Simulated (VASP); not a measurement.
# AgCl (P2_1/m) in VASP: notebook

Runs on AgCl. Level: PBE. Tasks: single point.

All numbers are computed with VASP 6.6.1; they aren't measurements. Logs are shortened: lines on timing, memory, paths and dates and some standing lists are left out, and cuts for length are marked.

### 1 The cell of the first run

It takes space group P2_1/m (No. 11, monoclinic). Conventional cell: a = 3.847 Å, b = 3.921 Å, c = 5.485 Å, α = 90.00°, β = 95.63°, γ = 90.00°. Within 3.6 Å of Ag (site symmetry m) lie 6 Cl at 2.71 to 2.84 Å and 2 Ag at 3.30 Å. Within 4.3 Å of Cl (site symmetry m) lie 7 Ag at 2.71 to 4.12 Å and 12 Cl at 3.71 to 4.30 Å.

### 2 Single point, PBE

Input file INCAR:

```
SYSTEM = AgCl
PREC = Accurate
ENCUT = 520
EDIFF = 1E-6
ISMEAR = -1
SIGMA = 0.05
LREAL = .False.
LASPH = .True.
NELM = 60
ALGO = Normal
ISIF = 2
LWAVE = .False.
LCHARG = .False.
GGA = PE
NBANDS = 26
```

Input file KPOINTS:

```
regular mesh
0
Gamma
  7 7 5
  0 0 0
```

Input file POSCAR:

```
AgCl
1.0
    3.8467161190      0.0000000000      0.0000000000
    0.0000000000      3.9213292337      0.0000000000
   -0.5379446095      0.0000000000      5.4586701219
Ag Cl
2 2
Direct
    0.8159810000      0.7500000000      0.7819190000
    0.1840190000      0.2500000000      0.2180810000
    0.2923420000      0.2500000000      0.7374360000
    0.7076580000      0.7500000000      0.2625640000
```

Potentials or basis: VASP PAW PBE potentials, release 64 (Ag, Cl).

Command:

```sh
$ cat potpaw_PBE.64/Ag/POTCAR potpaw_PBE.64/Cl/POTCAR > POTCAR
$ mpirun -np 1 vasp_std > vasp.out
```

OUTCAR:

```text
SYSTEM = AgCl
   PREC = Accurate
   ENCUT = 520
   EDIFF = 1E-6
   ISMEAR = -1
   LREAL = .False.
   LASPH = .True.
   NELM = 60
   ISIF = 2
   GGA = PE

 ion  position               nearest neighbor table
   1  0.816  0.750  0.782-   4 2.71   3 2.71   3 2.71   3 2.80   3 2.80   4 2.84   2 3.30   2 3.30

   2  0.184  0.250  0.218-   3 2.71   4 2.71   4 2.71   4 2.80   4 2.80   3 2.84   1 3.30   1 3.30

   3  0.292  0.250  0.737-   2 2.71   1 2.71   1 2.71   1 2.80   1 2.80   2 2.84
   4  0.708  0.750  0.263-   1 2.71   2 2.71   2 2.71   2 2.80   2 2.80   1 2.84

  LATTYP: Found a simple monoclinic cell.
 ALAT       =     3.8467161190
 B/A-ratio  =     1.0193965742
 C/A-ratio  =     1.4259209062
 COS(beta)  =    -0.0980735704

  Lattice vectors:

 A1 = (   3.8467161190,   0.0000000000,   0.0000000000)
 A2 = (   0.0000000000,   3.9213292337,   0.0000000000)
 A3 = (  -0.5379446095,   0.0000000000,   5.4586701219)

Analysis of symmetry for initial positions (statically):
=====================================================================
 Subroutine PRICEL returns:
 Original cell was already a primitive cell.

 Routine SETGRP: Setting up the symmetry group for a
 simple monoclinic supercell.

 Subroutine GETGRP returns: Found  4 space group operations
 (whereof  2 operations were pure point group operations)
 out of a pool of  4 trial point group operations.

The static configuration has the point symmetry S_2 .
 The point group associated with its full space group is C_2h.

Analysis of symmetry for dynamics (positions and initial velocities):
=====================================================================
 Subroutine PRICEL returns:
 Original cell was already a primitive cell.

 Routine SETGRP: Setting up the symmetry group for a
 simple monoclinic supercell.

 Subroutine GETGRP returns: Found  4 space group operations
 (whereof  2 operations were pure point group operations)
 out of a pool of  4 trial point group operations.

The dynamic configuration has the point symmetry S_2 .
 The point group associated with its full space group is C_2h.

 Subroutine INISYM returns: Found  4 space group operations
 (whereof  2 operations are pure point group operations),
 and found     1 'primitive' translations

----------------------------------------------------------------------------------------

                                     Primitive cell

  volume of cell :      82.3399

  direct lattice vectors                    reciprocal lattice vectors
[... 92 lines left out ...]
   LREAL  =      F    real-space projection
   EDIFFG = 0.1E-04   stopping-criterion for IOM
   NSW    =      0    number of steps for IOM
   IBRION =     -1    ionic relax: 0-MD 1-quasi-New 2-CG
   NFREE  =      0    steps in history (QN), initial steepest desc. (CG)
   ISIF   =      2    stress and relaxation
   ISYM   =      2    0-nonsym 1-usesym 2-fastsym
   POTIM  = 0.5000    time-step for ionic-motion
   TEBEG  =    0.0;   TEEND  =   0.0 temperature during run
   PSTRESS=    0.0 pullay stress
   NELECT =      36.0000    total number of electrons
   NUPDOWN=      -1.0000    fix difference up-down
   EMIN   =  10.00;   EMAX   =-10.00  energy-range for DOS
   EFERMI =   0.00;   METHOD = LEGACY
   ISMEAR =    -1;   SIGMA  =   0.05  broadening in eV -4-tet -1-fermi 0-gaus
   EFERMI_NEDOS =   21; number of points for ismear=-14 and -15
   IALGO  =     38    algorithm
   IMIX   =      4    mixing-type and parameters
     AMIX     =   0.40;   BMIX     =  1.00
     AMIX_MAG =   1.60;   BMIX_MAG =  1.00
  volume/ion in A,a.u.               =      20.58       138.91
  Fermi-wavevector in a.u.,A,eV,Ry     =   1.242526  2.348034 21.005646  1.543871
  Thomas-Fermi vector in A             =   2.376877
   LORBIT       =      0    0 simple, 1 ext, 2 COOP (PROOUT), +10 PAW based schemes
   GGA     = PE    functional components
   LHFCALC =     F    Hartree Fock is set to
   AEXX    =    0.0000 exact exchange contribution
   IVDW    =     0    specifies the selected vdW correction
   LEPSILON=     F    determine dielectric tensor
   LRPA    =     F    only Hartree local field effects (RPA)
 non-spin polarized calculation
  energy-cutoff  :      520.00
  volume of cell :       82.34
 maximum number of plane-waves:      2234
 NGX is ok and might be reduce to    30
   NGX = 15   NGY = 15   NGZ = 21

 number of electron      35.9999994 magnetization

 Free energy of the ion-electron system (eV)
  ---------------------------------------------------
  ext. energy  EPLUGINS =         0.00000000
  ---------------------------------------------------
  free energy    TOTEN  =       -10.71996970 eV

  energy without entropy =      -10.71996541  energy(sigma->0) =      -10.71996756

 E-fermi :   4.6506     XC(G=0): -10.1686

 val. band max:        4.1352339130   @ k =   0.4286   0.0000   0.4000
 cond. band min:       5.0306641734   @ k =   0.0000   0.0000   0.0000
 fundamental gap:      0.8954302603
 Fermi energy:         4.6506284684

 k-point     1 :       0.0000    0.0000    0.0000
  band No.  band energies     occupation
      1     -11.0764      2.00000
      2     -10.5337      2.00000
      3      -0.3259      2.00000
      4       0.8778      2.00000
      5       0.9466      2.00000
      6       1.2039      2.00000
[... 685 lines left out ...]
     25      14.8876      0.00000
     26      15.2338      0.00000

 [... further k-points ...]

------------------------ aborting loop because EDIFF is reached ----------------------------------------

  FORCE on cell =-STRESS in cart. coord.  units (eV):
  Direction    XX          YY          ZZ          XY          YZ          ZX
  --------------------------------------------------------------------------------------
  -------------------------------------------------------------------------------------
  Total        1.4289928      1.3692312      1.3718386      0.0000000      0.0000000     -0.1047326
  in kB       27.8054751     26.6426289     26.6933640      0.0000000      0.0000000     -2.0378969
  external PRESSURE =      27.0471560 kB  Pullay stress =       0.0000000 kB

 VOLUME and BASIS-vectors are now :
 -----------------------------------------------------------------------------
  energy-cutoff  :      520.00
  volume of cell :       82.34
      direct lattice vectors                 reciprocal lattice vectors
     3.846716119  0.000000000  0.000000000     0.259961996  0.000000000  0.025618906
     0.000000000  3.921329234  0.000000000     0.000000000  0.255015568  0.000000000
    -0.537944610  0.000000000  5.458670122     0.000000000  0.000000000  0.183194803

 POSITION                                       TOTAL-FORCE (eV/Angst)
 -----------------------------------------------------------------------------------
      2.71822      2.94100      4.26824        -0.046069      0.000000     -0.076239
      0.59055      0.98033      1.19043         0.046069      0.000000      0.076239
      0.72786      0.98033      4.02542         0.042741      0.000000     -0.076928
      2.58091      2.94100      1.43325        -0.042741      0.000000      0.076928
 -----------------------------------------------------------------------------------
    total drift:                                0.000000     -0.000000     -0.000000

  FREE ENERGIE OF THE ION-ELECTRON SYSTEM (eV)
  ---------------------------------------------------
  free  energy   TOTEN  =       -10.7199697041 eV

  energy  without entropy=      -10.7199654062  energy(sigma->0) =      -10.71996756
```

OSZICAR:

```text
N       E                     dE             d eps       ncg     rms          rms(c)
DAV:   1     0.236272999256E+03    0.23627E+03   -0.17623E+04  3744   0.129E+03
DAV:   2     0.162345833538E+01   -0.23465E+03   -0.22385E+03  4202   0.282E+02
DAV:   3    -0.109810911789E+02   -0.12605E+02   -0.12511E+02  4468   0.671E+01
DAV:   4    -0.111147647822E+02   -0.13367E+00   -0.13355E+00  4204   0.754E+00
DAV:   5    -0.111166642857E+02   -0.18995E-02   -0.18994E-02  4366   0.923E-01    0.927E+00
DAV:   6    -0.107271177088E+02    0.38955E+00   -0.70175E-01  4076   0.872E+00    0.625E+00
DAV:   7    -0.107239537548E+02    0.31640E-02   -0.31646E-01  3904   0.311E+00    0.253E+00
DAV:   8    -0.107197769703E+02    0.41768E-02   -0.14917E-02  4062   0.107E+00    0.502E-01
DAV:   9    -0.107198621419E+02   -0.85172E-04   -0.35367E-03  4292   0.528E-01    0.586E-02
DAV:  10    -0.107199304323E+02   -0.68290E-04   -0.14054E-04  4212   0.886E-02    0.356E-02
DAV:  11    -0.107199694525E+02   -0.39020E-04   -0.36142E-05  3876   0.440E-02    0.978E-03
DAV:  12    -0.107199697041E+02   -0.25164E-06   -0.31146E-06  3964   0.201E-02
   1 F= -.10719970E+02 E0= -.10719968E+02  d E =-.429794E-05
```

stdout:

```text
POSCAR found type information on POSCAR AgCl
 POSCAR found :  2 types and       4 ions
 scaLAPACK will be used
 LDA part: xc-table for (Slater+PW92), standard interpolation
 POSCAR, INCAR and KPOINTS ok, starting setup
 FFT: planning ... GRIDC
 FFT: planning ... GRID_SOFT
 FFT: planning ... GRID
 WAVECAR not read
 entering main loop
```

It took 2.6 min on 1 thread of Intel Xeon 8259CL, shared host; peak memory 0.27 GiB.

Results:

- Free energy: -10.7200 eV
- Pressure: 2.7 GPa
- Largest force: 0.089 eV/Å
- Band gap on the k mesh: 0.90 eV (least direct gap 2.37 eV)

Forces on the atoms (eV/Å):
```
Ag  -0.046  0.000 -0.076
Ag   0.046  0.000  0.076
Cl   0.043  0.000 -0.077
Cl  -0.043  0.000  0.077
```

Caveat: an odd mesh through Γ misses points on the zone boundary, where band edges can lie.

### 3 Single point, PBE

This run uses another cell than the first one, of 21.02 Å³/atom.

Input file INCAR:

```
PREC = Accurate
ENCUT = 520
EDIFF = 1E-6
ISMEAR = -1
SIGMA = 0.05
LREAL = F
LASPH = T
NELM = 100
ALGO = Normal
ISIF = 2
LWAVE = F
LCHARG = F
GGA = PE
NBANDS = 26
```

Input file KPOINTS:

```
regular mesh
0
Gamma
  7 7 5
```

Input file POSCAR:

```
AgCl
1.0
    3.8738065617      0.0000000000      0.0000000000
    0.0000000000      3.9489451382      0.0000000000
   -0.5417330767      0.0000000000      5.4971127273
Ag Cl
2 2
Direct
    0.8159810000      0.7500000000      0.7819190000
    0.1840190000      0.2500000000      0.2180810000
    0.2923420000      0.2500000000      0.7374360000
    0.7076580000      0.7500000000      0.2625640000
```

Potentials or basis: VASP PAW PBE potentials, release 64 (Ag, Cl).

Command:

```sh
$ cat potpaw_PBE.64/Ag/POTCAR potpaw_PBE.64/Cl/POTCAR > POTCAR
$ mpirun -np 1 vasp_std > vasp.out
```

Wall time 3.1 min (1 thread of Intel Xeon 8259CL, shared host); peak memory 0.27 GiB.

The run converged. Its results:

```yaml
Free_energy: -10.7438 eV
Pressure: 1.6 GPa
Largest_force: 0.081 eV/Å
Band_gap_on_the_k_mesh: 0.90 eV (least direct gap 2.32 eV)
```

Forces on the atoms (eV/Å):
```
Ag  -0.043  0.000 -0.069
Ag   0.043  0.000  0.069
Cl   0.015  0.000 -0.045
Cl  -0.015  0.000  0.045
```

Stress tensor (GPa, compression positive):
```
 1.62  0.00 -0.08
 0.00  1.50  0.00
-0.08  0.00  1.56
```

Levels at points of the mesh, in eV from the valence-band top:
| k point | band 16 | band 17 | band 18 | band 19 | band 20 | band 21 |
| --- | --- | --- | --- | --- | --- | --- |
| (0.00, 0.00, 0.00) | -1.65 | -1.64 | -1.42 | 0.90 | 2.69 | 8.05 |

Caveat: an odd mesh through Γ misses points on the zone boundary, where band edges can lie.

### 4 Single point, PBE

This run uses another cell than the first one, of 21.46 Å³/atom.

Input file INCAR:

```
PREC = Accurate
ENCUT = 520
EDIFF = 1E-6
ISMEAR = -1
SIGMA = 0.05
LREAL = False
LASPH = True
NELM = 80
ALGO = Normal
ISIF = 2
LWAVE = False
LCHARG = True
GGA = PE
LELF = True
LVHAR = True
NBANDS = 26
```

KPOINTS is that of step 3.

Input file POSCAR:

```
AgCl
1.0
    3.9005233133      0.0000000000      0.0000000000
    0.0000000000      3.9761801032      0.0000000000
   -0.5454692849      0.0000000000      5.5350250476
Ag Cl
2 2
Direct
    0.8159810000      0.7500000000      0.7819190000
    0.1840190000      0.2500000000      0.2180810000
    0.2923420000      0.2500000000      0.7374360000
    0.7076580000      0.7500000000      0.2625640000
```

Command:

```sh
$ cat potpaw_PBE.64/Ag/POTCAR potpaw_PBE.64/Cl/POTCAR > POTCAR
$ mpirun -np 1 vasp_std > vasp.out
```

Wall time 3.2 min (1 thread of Intel Xeon 8259CL, shared host); peak memory 0.27 GiB.

It converged, with:

```yaml
Free_energy: -10.7559 eV
Pressure: 0.5 GPa
Largest_force: 0.075 eV/Å
Band_gap_on_the_k_mesh: 0.90 eV (least direct gap 2.27 eV)
```

Forces on the atoms (eV/Å):
```
Ag  -0.040  0.000 -0.064
Ag   0.040  0.000  0.064
Cl  -0.010  0.000 -0.016
Cl   0.010  0.000  0.016
```

Stress tensor (GPa, compression positive):
```
0.59 0.00 0.03
0.00 0.47 0.00
0.03 0.00 0.56
```

Levels at points of the mesh, in eV from the valence-band top:
```csv
k point,band 15,band 16,band 17,band 18,band 19,band 20,band 21,band 22
"(0.00, 0.00, 0.00)",-1.92,-1.60,-1.58,-1.37,0.90,2.72,8.07,8.33
```

Caveat: an odd mesh through Γ misses points on the zone boundary, where band edges can lie.

### 5 Overview

| cell | gap on the mesh (eV) | pressure (GPa) | largest force (eV/Å) |
| --- | --- | --- | --- |
| a = 3.847, b = 3.921, c = 5.485 Å, angles 90.0, 95.6, 90.0°, 4 atoms | 0.90 | 2.7 | 0.09 |
| a = 3.874, b = 3.949, c = 5.524 Å, angles 90.0, 95.6, 90.0°, 4 atoms | 0.90 | 1.6 | 0.08 |
| a = 3.901, b = 3.976, c = 5.562 Å, angles 90.0, 95.6, 90.0°, 4 atoms | 0.90 | 0.5 | 0.08 |

Alike in all rows: task single point; level PBE; potentials or basis VASP PAW PBE potentials, release 64 (Ag, Cl); no spin polarisation; k mesh 7 × 7 × 5; cutoff (eV) 520; smearing fermi-dirac 0.05 eV.

Caveats: an odd mesh through Γ misses points on the zone boundary, where band edges can lie.

Total energies depend on the potentials used, so only differences within one code and one set of settings carry meaning.
